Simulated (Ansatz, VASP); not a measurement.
# AlN: VASP beside Ansatz

```xyz
2
Lattice="0.0000 2.1710 2.1710 2.1710 0.0000 2.1710 2.1710 2.1710 0.0000" Properties=species:S:1:pos:R:3 pbc="T T T"
Al    0.0000    0.0000    0.0000
N     1.0855    1.0855    1.0855
```

Alike in both runs: functional LDA; k mesh 8 × 8 × 8; occupations gaussian, width 0.02 eV; no spin polarisation.

Ansatz relaxed the structure, and its values are those at the end. VASP's run is a single point on that final structure, the one shown.

```csv
,VASP,Ansatz
version,VASP 6.6.1,Ansatz 0.2.0
potentials or method,"VASP PAW LDA potentials, release 64 (Al, N), cutoff 600 eV","scalar-relativistic, plane waves, PAW"
valence electrons in the cell,8,8
```

|  | VASP | Ansatz | Ansatz less VASP |
| --- | --- | --- | --- |
| gap on the k mesh at the Fermi level (eV) | 3.23 | 3.25 | +0.019 |
| least direct gap on the mesh (eV) | 4.39 | 4.39 | -0.008 |
| pressure (GPa) | 0.6 | 0.0 | -0.57 |

Ansatz warns that its potentials were made for another functional, while VASP's fit it. LDA's correlation is that of Perdew and Zunger in VASP and of Perdew and Wang (1992) in Ansatz.
